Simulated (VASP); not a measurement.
# La (Im-3m) in VASP: single point with PBE

Aim: the single point of La with PBE.

Program: VASP 6.6.1. These are calculated values, not measurements. Logs are shortened: lines on timing, memory, paths and dates and some standing lists are left out, and cuts for length are marked.

## Step 1: The cell of the first run

The structure is cubic, space group Im-3m (No. 229). The conventional cell has a = 4.229 Å, b = 4.229 Å, c = 4.229 Å, α = 90.00°, β = 90.00°, γ = 90.00°. La (site symmetry m-3m) has 14 La at 3.66 to 4.23 Å within 4.8 Å.

## Step 2: Single point, PBE

Contents of INCAR:

```
SYSTEM = La
PREC = Accurate
ENCUT = 520
EDIFF = 1E-6
ISMEAR = -1
SIGMA = 0.13605693000000002
LREAL = .False.
LASPH = .True.
NELM = 80
ALGO = Normal
ISIF = 2
LWAVE = .False.
LCHARG = .False.
GGA = PE
NBANDS = 12
```

Contents of KPOINTS:

```
Automatic mesh
0
Gamma
  11 11 11
  0 0 0
```

Contents of POSCAR:

```
La
1.0
   -2.1143946799      2.1143946799      2.1143946799
    2.1143946799     -2.1143946799      2.1143946799
    2.1143946799      2.1143946799     -2.1143946799
La
1
Direct
    0.0000000000      0.0000000000      0.0000000000
```

Potentials or basis: VASP PAW PBE potentials, release 64 (La).

Command:

```sh
$ cat potpaw_PBE.64/La/POTCAR > POTCAR
$ mpirun -np 1 vasp_std > vasp.out
```

OUTCAR:

```text
SYSTEM = La
   PREC = Accurate
   ENCUT = 520
   EDIFF = 1E-6
   ISMEAR = -1
   LREAL = .False.
   LASPH = .True.
   NELM = 80
   ISIF = 2
   GGA = PE

 ion  position               nearest neighbor table
   1  0.000  0.000  0.000-

  LATTYP: Found a body centered cubic cell.
 ALAT       =     4.2287893598

  Lattice vectors:

 A1 = (  -2.1143946799,   2.1143946799,   2.1143946799)
 A2 = (   2.1143946799,  -2.1143946799,   2.1143946799)
 A3 = (   2.1143946799,   2.1143946799,  -2.1143946799)

Analysis of symmetry for initial positions (statically):
=====================================================================
 Subroutine PRICEL returns:
 Original cell was already a primitive cell.

 Routine SETGRP: Setting up the symmetry group for a
 body centered cubic supercell.

 Subroutine GETGRP returns: Found 48 space group operations
 (whereof 48 operations were pure point group operations)
 out of a pool of 48 trial point group operations.

The static configuration has the point symmetry O_h .

Analysis of symmetry for dynamics (positions and initial velocities):
=====================================================================
 Subroutine PRICEL returns:
 Original cell was already a primitive cell.

 Routine SETGRP: Setting up the symmetry group for a
 body centered cubic supercell.

 Subroutine GETGRP returns: Found 48 space group operations
 (whereof 48 operations were pure point group operations)
 out of a pool of 48 trial point group operations.

The dynamic configuration has the point symmetry O_h .

 Subroutine INISYM returns: Found 48 space group operations
 (whereof 48 operations are pure point group operations),
 and found     1 'primitive' translations

----------------------------------------------------------------------------------------

                                     Primitive cell

  volume of cell :      37.8110

  direct lattice vectors                    reciprocal lattice vectors
    -2.114394680  2.114394680  2.114394680     0.000000000  0.236474299  0.236474299
     2.114394680 -2.114394680  2.114394680     0.236474299  0.000000000  0.236474299
     2.114394680  2.114394680 -2.114394680     0.236474299  0.236474299  0.000000000

  length of vectors
     3.662239013  3.662239013  3.662239013     0.334425161  0.334425161  0.334425161

  position of ions in fractional coordinates (direct lattice)
     0.000000000  0.000000000  0.000000000

  ion indices of the primitive-cell ions
   primitive index   ion index
                 1           1

----------------------------------------------------------------------------------------

 KPOINTS: Automatic mesh

Automatic generation of k-mesh.
 Grid dimensions read from file:
 generate k-points for:   11   11   11

 Generating k-lattice:

  Cartesian coordinates                     Fractional coordinates (reciprocal lattice)
     0.000000000  0.021497664  0.021497664     0.090909091  0.000000000  0.000000000
     0.021497664  0.000000000  0.021497664     0.000000000  0.090909091  0.000000000
     0.021497664  0.021497664  0.000000000     0.000000000  0.000000000  0.090909091

  Length of vectors
     0.030402287  0.030402287  0.030402287

  Shift w.r.t. Gamma in fractional coordinates (k-lattice)
     0.000000000  0.000000000  0.000000000

 Subroutine IBZKPT returns following result:
 ===========================================

 Found     56 irreducible k-points:

 Following reciprocal coordinates:
            Coordinates               Weight
  0.000000  0.000000  0.000000      1.000000
  0.090909  0.000000  0.000000     12.000000
  0.181818  0.000000  0.000000     12.000000
  0.272727  0.000000  0.000000     12.000000
  0.363636  0.000000  0.000000     12.000000
  0.454545  0.000000  0.000000     12.000000
[... 16 lines left out ...]
  0.272727  0.181818  0.090909     48.000000
  0.363636  0.181818  0.090909     24.000000
 [... further k-points ...]
   k-points           NKPTS =     56   k-points in BZ     NKDIM =     56   number of bands    NBANDS=     12
   number of dos      NEDOS =    301   number of ions     NIONS =      1
   total plane-waves  NPLWV =  21952
   dimension x,y,z NGX =    28 NGY =   28 NGZ =   28
   dimension x,y,z NGXF=    56 NGYF=   56 NGZF=   56
   ions per type =               1
   NGX,Y,Z   is equivalent  to a cutoff of  12.71, 12.71, 12.71 a.u.
   NGXF,Y,Z  is equivalent  to a cutoff of  25.42, 25.42, 25.42 a.u.
 SYSTEM =  La
   PREC   = accura    normal or accurate (medium, high low for compatibility)
   ISTART =      0    job   : 0-new  1-cont  2-samecut
   ICHARG =      2    charge: 1-file 2-atom 10-const
   ISPIN  =      1    spin polarized calculation?
   LNONCOLLINEAR =      F non collinear calculations
   LSORBIT =      F    spin-orbit coupling
   LASPH  =      T    aspherical Exc in radial PAW
   ENCUT  =  520.0 eV  38.22 Ry    6.18 a.u.   6.81  6.81  6.81*2*pi/ulx,y,z
   NELM   =     80;   NELMIN=  2; NELMDL= -5     # of ELM steps
   EDIFF  = 0.1E-05   stopping-criterion for ELM
   LREAL  =      F    real-space projection
   EDIFFG = 0.1E-04   stopping-criterion for IOM
   NSW    =      0    number of steps for IOM
   IBRION =     -1    ionic relax: 0-MD 1-quasi-New 2-CG
   NFREE  =      0    steps in history (QN), initial steepest desc. (CG)
   ISIF   =      2    stress and relaxation
   ISYM   =      2    0-nonsym 1-usesym 2-fastsym
   POTIM  = 0.5000    time-step for ionic-motion
   TEBEG  =    0.0;   TEEND  =   0.0 temperature during run
   PSTRESS=    0.0 pullay stress
   NELECT =      11.0000    total number of electrons
   NUPDOWN=      -1.0000    fix difference up-down
   EMIN   =  10.00;   EMAX   =-10.00  energy-range for DOS
   EFERMI =   0.00;   METHOD = LEGACY
   ISMEAR =    -1;   SIGMA  =   0.14  broadening in eV -4-tet -1-fermi 0-gaus
   EFERMI_NEDOS =   21; number of points for ismear=-14 and -15
   IALGO  =     38    algorithm
   IMIX   =      4    mixing-type and parameters
     AMIX     =   0.40;   BMIX     =  1.00
     AMIX_MAG =   1.60;   BMIX_MAG =  1.00
  volume/ion in A,a.u.               =      37.81       255.16
  Fermi-wavevector in a.u.,A,eV,Ry     =   1.084758  2.049896 16.009985  1.176701
  Thomas-Fermi vector in A             =   2.220856
   LORBIT       =      0    0 simple, 1 ext, 2 COOP (PROOUT), +10 PAW based schemes
   GGA     = PE    functional components
   LHFCALC =     F    Hartree Fock is set to
   AEXX    =    0.0000 exact exchange contribution
   IVDW    =     0    specifies the selected vdW correction
   LEPSILON=     F    determine dielectric tensor
   LRPA    =     F    only Hartree local field effects (RPA)
 non-spin polarized calculation
  energy-cutoff  :      520.00
  volume of cell :       37.81
 maximum number of plane-waves:      1032
   NGX = 13   NGY = 13   NGZ = 13

 number of electron      11.0000000 magnetization

 Free energy of the ion-electron system (eV)
  ---------------------------------------------------
  ext. energy  EPLUGINS =         0.00000000
  ---------------------------------------------------
  free energy    TOTEN  =        -4.83795294 eV

  energy without entropy =       -4.69206050  energy(sigma->0) =       -4.76500672

 E-fermi :   7.6963     XC(G=0):  -9.4877

 val. band max:        7.6930197893   @ k =   0.2727   0.1818   0.1818
 cond. band min:       7.6969639894   @ k =  -0.3636   0.3636   0.1818
 fundamental gap:      0.0039442002
 Fermi energy:         7.6962666927

 k-point     1 :       0.0000    0.0000    0.0000
  band No.  band energies     occupation
      1     -25.2062      2.00000
      2      -8.2284      2.00000
      3      -8.2284      2.00000
      4      -8.2284      2.00000
      5       4.5046      2.00000
      6       9.1672      0.00004
      7       9.1672      0.00004
      8       9.1672      0.00004
      9       9.2074      0.00003
     10       9.2074      0.00003
     11       9.2074      0.00003
     12       9.9230      0.00000

 k-point     2 :       0.0909    0.0000    0.0000
  band No.  band energies     occupation
      1     -25.1913      2.00000
      2      -8.3455      2.00000
      3      -8.2626      2.00000
      4      -8.2298      2.00000
      5       4.7568      2.00000
      6       8.8126      0.00055
      7       8.8131      0.00054
      8       9.1979      0.00003
      9       9.2573      0.00002
     10       9.4530      0.00000
     11       9.4613      0.00000
     12       9.9003      0.00000

 k-point     3 :       0.1818    0.0000    0.0000
  band No.  band energies     occupation
      1     -25.1506      2.00000
      2      -8.6458      2.00000
      3      -8.3529      2.00000
      4      -8.2335      2.00000
      5       5.3897      2.00000
      6       8.3900      0.01214
      7       8.4089      0.01057
      8       9.1810      0.00004
      9       9.3974      0.00001
     10       9.5777      0.00000
     11       9.6325      0.00000
     12       9.8558      0.00000
[... 286 lines left out ...]
 k-point    23 :       0.2727    0.1818    0.0909
  band No.  band energies     occupation
      1     -25.0121      2.00000
      2      -9.3099      2.00000
      3      -8.7485      2.00000
      4      -8.4488      2.00000
      5       7.0150      1.98671
      6       7.6472      1.17829
      7       8.5437      0.00394
      8       9.4758      0.00000
      9       9.5632      0.00000
     10       9.6814      0.00000
     11       9.7291      0.00000
     12       9.8433      0.00000

 k-point    24 :       0.3636    0.1818    0.0909
  band No.  band energies     occupation
      1     -25.0009      2.00000
      2      -9.3170      2.00000
      3      -8.8332      2.00000
      4      -8.4590      2.00000
      5       6.9593      1.99116
      6       7.6356      1.21943
      7       8.9765      0.00016
      8       9.4668      0.00000
      9       9.5285      0.00000
     10       9.6879      0.00000
     11       9.7938      0.00000
     12       9.8101      0.00000

 [... further k-points ...]

------------------------ aborting loop because EDIFF is reached ----------------------------------------

  FORCE on cell =-STRESS in cart. coord.  units (eV):
  Direction    XX          YY          ZZ          XY          YZ          ZX
  --------------------------------------------------------------------------------------
  -------------------------------------------------------------------------------------
  Total        0.0537170      0.0537170      0.0537170     -0.0000000      0.0000000     -0.0000000
  in kB        2.2761659      2.2761659      2.2761659     -0.0000000      0.0000000     -0.0000000
  external PRESSURE =       2.2761659 kB  Pullay stress =       0.0000000 kB

 VOLUME and BASIS-vectors are now :
 -----------------------------------------------------------------------------
  energy-cutoff  :      520.00
  volume of cell :       37.81
      direct lattice vectors                 reciprocal lattice vectors
    -2.114394680  2.114394680  2.114394680     0.000000000  0.236474299  0.236474299
     2.114394680 -2.114394680  2.114394680     0.236474299  0.000000000  0.236474299
     2.114394680  2.114394680 -2.114394680     0.236474299  0.236474299  0.000000000

 POSITION                                       TOTAL-FORCE (eV/Angst)
 -----------------------------------------------------------------------------------
      0.00000      0.00000      0.00000         0.000000     -0.000000     -0.000000
 -----------------------------------------------------------------------------------
    total drift:                               -0.000000      0.000000      0.000000

  FREE ENERGIE OF THE ION-ELECTRON SYSTEM (eV)
  ---------------------------------------------------
  free  energy   TOTEN  =        -4.8379529374 eV

  energy  without entropy=       -4.6920604955  energy(sigma->0) =       -4.76500672
```

It took 17 s on 1 thread of Intel Xeon 6975P-C (Granite Rapids), shared host; peak memory 0.17 GiB.

Results:

| Quantity | Value |
| --- | --- |
| Free energy | -4.8380 eV |
| Pressure | 0.2 GPa |

Caveat: spin-orbit coupling is left out, which moves the levels of the heavy elements.
